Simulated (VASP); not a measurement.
NiO: single point with LDA+U

The system is NiO.

```xyz
4
Lattice="0.0000 2.0913 2.0913 2.0913 0.0000 2.0913 4.1826 4.1826 0.0000" Properties=species:S:1:pos:R:3 pbc="T T T"
Ni    0.0000    0.0000    0.0000
Ni    2.0913    2.0913    0.0000
O     2.0913    2.0913    2.0913
O     4.1826    4.1826    2.0913
```

```yaml
Program: VASP 6.6.1
Task: single point
Functional: LDA
Potentials_or_basis: VASP PAW LDA potentials, release 64 (Ni, O)
Cutoff: 520 eV
k_mesh: 8 × 8 × 8
Occupations: gaussian, width 0.05 eV
Spin: no spin polarisation
Hubbard_terms: Ni d U = 4.0 eV
```

```json
{
 "Pressure": "-26.7 GPa",
 "Band gap on the k mesh": "zero (band 16 reaches 7.25 eV, above the bottom of band 17 at 6.77 eV)"
}
```

Levels at points of the mesh, in eV from the Fermi level:
```tsv
k point	band 14	band 15	band 16	band 17	band 18	band 19
(0.00, 0.00, 0.00)	-1.67	-1.67	-1.59	1.27	1.27	2.01
(0.50, 0.00, 0.00)	-1.59	-1.28	-0.71	1.27	1.27	5.96
(0.00, 0.00, 0.50)	-2.13	0.16	0.16	0.16	0.16	4.60
(0.50, 0.00, 0.50)	-1.73	0.06	0.06	0.06	0.06	7.81
```

Eigenvalues of the final occupation matrices:
```
    site  spin  trace               eigenvalues
site 1 d     1   4.25  0.67 0.67 0.97 0.97 0.97
site 1 d     2   4.25  0.67 0.67 0.97 0.97 0.97
site 2 d     1   4.25  0.67 0.67 0.97 0.97 0.97
site 2 d     2   4.25  0.67 0.67 0.97 0.97 0.97
```

It took 42 s on 1 thread of AMD EPYC 9R14 (Zen 4), on a shared host, peak memory 0.15 GiB.

Caveat: the run has no spin polarisation, though such a crystal can be magnetic; U without spin polarisation on a metal has little footing. Spin polarisation is off, so any magnetic state and its effect on volume and gap are missing.
